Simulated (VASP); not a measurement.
Te3Ru:

```
Te Ru
1.0
     3.15069    0.00000    0.00000
     0.00000    3.15069    0.00000
     0.00000    0.00000   10.77295
Te Ru
3 1
Direct
  0.50000 0.50000 0.26621
  0.50000 0.50000 0.73379
  0.00000 0.00000 0.00000
  0.50000 0.50000 0.50000
```

The cell was generated, and may not be a known phase.

- Program: VASP 6.6.1
- Task: relaxation of cell and atoms
- Functional: PBE
- Potentials or basis: VASP PAW PBE potentials, release 64 (Te, Ru_pv)
- Cutoff: 600 eV
- k mesh: 6 × 6 × 2
- Occupations: gaussian, width 0.1 eV
- Spin: no spin polarisation

At the start: pressure -1.0 GPa; volume 26.74 Å³/atom.

Q: How do energy, volume and symmetry change on relaxing?

A: Over 20 steps the energy falls by 157.9 meV/atom and the volume is 31.45 Å³/atom (+17.6 %); space group P4/mmm (No. 123, to 0.1 Å) before and after.

Step by step:
| step | energy change (eV) | largest force (eV/Å) | pressure (GPa) | volume (Å³) |
| --- | --- | --- | --- | --- |
| 1 | 0.0000 | 0.0035 | -1.00 | 106.94 |
| 2 | -0.1598 | 0.7769 | -0.65 | 104.24 |
| 3 | -0.1728 | 0.9021 | -0.28 | 103.42 |
| 4 | -0.1744 | 0.9582 | -0.03 | 103.05 |
| 5 | -0.2681 | 0.9211 | 1.63 | 101.94 |
| 6 | -0.2226 | 0.2190 | 8.71 | 98.39 |
| 7 | -0.3342 | 0.6713 | 3.94 | 100.59 |
| 8 | -0.3778 | 0.6171 | 3.54 | 101.54 |
| 9 | -0.4806 | 0.4674 | 2.62 | 104.39 |
| 10 | -0.5742 | 0.1642 | 1.58 | 110.19 |
| 11 | -0.5989 | 0.6809 | 2.07 | 122.17 |
| 12 | -0.5976 | 0.3846 | -1.89 | 131.84 |
| 13 | -0.6276 | 0.1717 | -0.31 | 126.40 |
| 14 | -0.6278 | 0.1480 | -0.25 | 126.58 |
| 15 | -0.6209 | 0.1340 | -1.10 | 129.20 |
| 16 | -0.6278 | 0.1128 | -0.37 | 126.91 |
| 17 | -0.6315 | 0.0470 | 0.04 | 125.72 |
| 18 | -0.6315 | 0.0477 | 0.05 | 125.75 |
| 19 | -0.6315 | 0.0492 | 0.04 | 125.77 |
| 20 | -0.6316 | 0.0316 | -0.02 | 125.81 |

Final structure:
```
Te Ru
1.0
     3.00963    0.00000    0.00000
     0.00000    3.00963    0.00000
     0.00000    0.00000   13.88921
Te Ru
3 1
Direct
  0.50000 0.50000 0.31684
  0.50000 0.50000 0.68316
  0.00000 0.00000 0.00000
  0.50000 0.50000 0.50000
```

Caveat: the volume moved by over 15 % at a fixed basis, so the end points are rough; this functional lacks dispersion, which binds layers or chains, so the pressure and a relaxed spacing across them are unreliable.
